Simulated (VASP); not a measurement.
Input of a VASP 6.6.1 run:

The input INCAR:

```
PREC = Accurate
ENCUT = 520
EDIFF = 1E-6
ISMEAR = 0
SIGMA = 0.15
LREAL = False
LASPH = True
NELM = 60
ALGO = Normal
ISIF = 2
LWAVE = False
LCHARG = False
GGA = PS
NBANDS = 14
```

Contents of KPOINTS:

```
Automatic mesh
0
Gamma
  18 18 10
```

Contents of POSCAR:

```
Re
1.0
    2.7043653769      0.0000000000      0.0000000000
   -1.3521826885      2.3420491175      0.0000000000
    0.0000000000      0.0000000000      4.3690872859
Re
2
Direct
    0.3333333333      0.6666666667      0.2344034496
    0.6666666667      0.3333333333      0.7655965504
```

Potentials or basis: VASP PAW PBE potentials, release 64 (Re).

Run with:

```sh
$ cat potpaw_PBE.64/Re/POTCAR > POTCAR
$ mpirun -np 1 vasp_std > vasp.out
```

(1) What does it give for the band gap on the k mesh?

(2) Estimate the pressure.

(3) Predict the largest force.

## Answers

(1) zero (band 7 reaches 10.17 eV, above the bottom of band 8 at 6.79 eV).

(2) 26.5 GPa.

(3) 1.450 eV/Å.

Caveat: the PAW data sets were made with another functional, which shifts forces and pressure a little; spin-orbit coupling is left out, which moves the levels of the heavy elements.
